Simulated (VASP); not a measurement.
Here is a VASP 6.6.1 calculation.

Contents of INCAR:

```
SYSTEM = ZrC
ALGO = Normal
EDIFF = 1E-6
ENCUT = 520
GGA = PE
ISIF = 2
ISMEAR = 0
LASPH = .TRUE.
LCHARG = .FALSE.
LREAL = .FALSE.
LWAVE = .FALSE.
NBANDS = 15
NELM = 100
PREC = Accurate
SIGMA = 0.15
```

Contents of KPOINTS:

```
k-points
0
G
  18 18 18
  0 0 0
```

Contents of POSCAR:

```
ZrC
1.0
    0.0000000000      2.2562016000      2.1621932000
    2.2562016000      0.0000000000      2.1621932000
    2.2562016000      2.2562016000      0.0000000000
Zr C
1 1
Direct
    0.5000000000      0.5000000000      0.5000000000
    0.0000000000      0.0000000000      0.0000000000
```

Potentials or basis: VASP PAW PBE potentials, release 64 (Zr_sv, C).

Command:

```console
$ cat potpaw_PBE.64/Zr_sv/POTCAR potpaw_PBE.64/C/POTCAR > POTCAR
$ mpirun -np 1 vasp_std > vasp.out
```

What does it give for the band gap on the k mesh?

Zero (bands 8 and 9 overlap by 1.61 eV).

Predict the pressure.

54.6 GPa.

Stress tensor (GPa, compression positive):
```
44.41  0.00  0.00
 0.00 44.41  0.00
 0.00  0.00 74.98
```

Caveat: the cell differs from its parent crystal (strain -0.040 along x and y, -0.080 along z); the cell stands under pressure.
